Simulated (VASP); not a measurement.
The system is BP.

```
CELL_PARAMETERS angstrom
0.00000 2.29100 2.25909
2.29100 0.00000 2.25909
2.29100 2.29100 0.00000
ATOMIC_POSITIONS crystal
B 0.00000 0.00000 0.00000
P 0.25000 0.25000 0.25000
```

This cell differs from its parent crystal: epitaxial xy strain +1.0%.

Program: VASP 6.6.1. Alike in all runs: task single point; potentials or basis VASP PAW PBE potentials, release 64 (B, P); no spin polarisation; cell as given; cutoff (eV) 520. Hardware: 1 thread of Intel(R) Xeon(R) Platinum 8488C (Sapphire Rapids), with other jobs on the host.

Q: Order these runs on this cell by their wall time, lowest first.
A. level PBE; k mesh 10 × 10 × 10; smearing fermi-dirac 0.02 eV
B. level PBE; k mesh 6 × 6 × 6; smearing gaussian 0.01 eV
C. level r2SCAN; k mesh 10 × 10 × 10; smearing gaussian 0.01 eV

A: B (5.4 s), A (13 s), C (45 s).
